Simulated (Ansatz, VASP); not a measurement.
**Ba: VASP beside Ansatz**

The input INCAR:

```
ALGO = Fast ; EDIFF = 1E-6
ENCUT = 520 ; GGA = PS
ISIF = 2 ; ISMEAR = 0
LASPH = T ; LCHARG = F
LREAL = F ; LWAVE = F
NBANDS = 28 ; NELM = 60
PREC = Accurate ; SIGMA = 0.1
```

The input KPOINTS:

```
k-points
0
Gamma
  8 8 8
```

File POSCAR:

```
Ba
1.0
   -4.3771247712      4.3771247712      3.9500704825
    4.3771247712     -4.3771247712      3.9500704825
    4.3771247712      4.3771247712     -3.9500704825
Ba
4
Direct
    0.8267002490      0.6732997510      0.5000000000
    0.1732997510      0.3267002490      0.5000000000
    0.3267002490      0.8267002490      0.1534004981
    0.6732997510      0.1732997510      0.8465995019
```

Input for Ansatz:

```yaml
crystal:
  lattice:
    - [-4.3771247712, 4.3771247712, 3.9500704825]
    - [4.3771247712, -4.3771247712, 3.9500704825]
    - [4.3771247712, 4.3771247712, -3.9500704825]
  atoms:
    - { symbol: Ba, position: [0.826700249, 0.673299751, 0.5] }
    - { symbol: Ba, position: [0.173299751, 0.326700249, 0.5] }
    - { symbol: Ba, position: [0.326700249, 0.826700249, 0.1534004981] }
    - { symbol: Ba, position: [0.673299751, 0.173299751, 0.8465995019] }
basis:
  ecutwfc: 420
kpoints:
  mp_grid: { grid: [8, 8, 8] }
hamiltonian:
  xc: pbesol
scf:
  occupations: { method: gaussian, width: 0.1 }
output:
  forces: true
  stress: true
  eigenvalues: true
```

Alike in both runs: task single point; functional PBEsol; k mesh 8 × 8 × 8; occupations gaussian, width 0.1 eV; no spin polarisation.

|  | VASP | Ansatz |
| --- | --- | --- |
| version | VASP 6.6.1 | Ansatz 0.2.0 |
| potentials or method | VASP PAW PBE potentials, release 64 (Ba_sv), cutoff 520 eV | scalar-relativistic, plane waves, PAW |
| valence electrons in the cell | 40 | 40 |

```csv
,VASP,Ansatz,Ansatz less VASP
gap on the k mesh at the Fermi level (eV),none,none,-
pressure (GPa),-1.2,-1.3,-0.02
"traceless stress, the component that is largest in VASP (GPa)",-0.15,-0.15,-0.001
rms of the force components (eV/Å),0.024,0.024,0.0000
```

VASP's potentials were made for PBE, not for PBEsol. Atom by atom the forces differ by 0.000 eV/Å (rms over components). A gap of «none» marks a metal or a gap that the smearing closes.

Spin-orbit coupling is off throughout.
